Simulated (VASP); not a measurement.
Here is a VASP 6.6.1 calculation.

Contents of INCAR:

```
  PREC = Accurate
  ENCUT = 520
  EDIFF = 1E-7
  ISMEAR = 0
  SIGMA = 0.1
  LREAL = False
  LASPH = True
  NELM = 60
  ALGO = Fast
  ISIF = 2
  LWAVE = False
  LCHARG = False
  GGA = PE
  NBANDS = 16
```

File KPOINTS:

```
Automatic mesh
0
Gamma
  14 14 14
```

Contents of POSCAR:

```
Al2Cu
1.0
   -2.0169372725      2.0169372725      2.7467439596
    2.0169372725     -2.0169372725      2.7467439596
    2.0169372725      2.0169372725     -2.7467439596
Al Cu
2 1
Direct
    0.7500000000      0.2500000000      0.5000000000
    0.2500000000      0.7500000000      0.5000000000
    0.5000000000      0.5000000000      0.0000000000
```

Potentials or basis: VASP PAW PBE potentials, release 64 (Al, Cu).

Launch:

```console
$ cat potpaw_PBE.64/Al/POTCAR potpaw_PBE.64/Cu/POTCAR > POTCAR
$ mpirun -np 1 vasp_std > vasp.out
```

Task: Estimate the pressure.

Result: 9.2 GPa.

Stress tensor (GPa, compression positive):
```
 7.70  0.00  0.00
 0.00  7.70  0.00
 0.00  0.00 12.31
```

Caveat: the cell differs from its parent crystal (strained).
